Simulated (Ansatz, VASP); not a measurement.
**One calculation of Sc, two programs**

File INCAR:

```
SYSTEM = Sc
  ALGO = Normal
  EDIFF = 1E-6
  ENCUT = 520
  GGA = PE
  ISIF = 2
  ISMEAR = -1
  LASPH = .True.
  LCHARG = .True.
  LELF = .True.
  LREAL = .False.
  LVHAR = .True.
  LWAVE = .False.
  NBANDS = 18
  NELM = 100
  PREC = Accurate
  SIGMA = 0.03
```

The input KPOINTS:

```
k-points
0
Gamma
  13 13 7
  0 0 0
```

File POSCAR:

```
Sc
1.0
    3.3087978973      0.0000000000      0.0000000000
   -1.6543989486      2.8655030350      0.0000000000
    0.0000000000      0.0000000000      5.2680000000
Sc
2
Direct
    0.3333333333      0.6666666667      0.2500000000
    0.6996943658      0.3575112871      0.7631514806
```

Input for Ansatz:

```yaml
crystal:
  lattice:
    - [3.3087978973, 0.0, 0.0]
    - [-1.6543989486, 2.865503035, 0.0]
    - [0.0, 0.0, 5.268]
  atoms:
    - { symbol: Sc, position: [0.3333333333, 0.6666666667, 0.25] }
    - { symbol: Sc, position: [0.6996943658, 0.3575112871, 0.7631514806] }
kpoints:
  mp_grid: { grid: [13, 13, 7] }
scf:
  occupations: { method: fermi_dirac, width: 0.03 }
hamiltonian:
  xc: pbe
  pseudopotentials: { kind: all_electron, lapw: { basis_error: 0.0005 } }
output:
  forces: true
  stress: true
  eigenvalues: true
```

Alike in both runs: task single point; functional PBE; k mesh 13 × 13 × 7; occupations fermi-dirac, width 0.03 eV; no spin polarisation.

|  | VASP | Ansatz |
| --- | --- | --- |
| version | VASP 6.6.1 | Ansatz 0.2.0 |
| potentials or method | VASP PAW PBE potentials, release 64 (Sc_sv), cutoff 520 eV | all-electron LAPW, scalar-relativistic |

```tsv
	VASP	Ansatz	Ansatz less VASP
pressure (GPa)	-0.6	-0.6	-0.03
traceless stress, the component that is largest in VASP (GPa)	-0.92	-0.92	-0.004
rms of the force components (eV/Å)	0.167	0.166	-0.0012
```

Atom by atom the forces differ by 0.001 eV/Å (rms over components). Ansatz ran all-electron here, and VASP with PAW potentials.
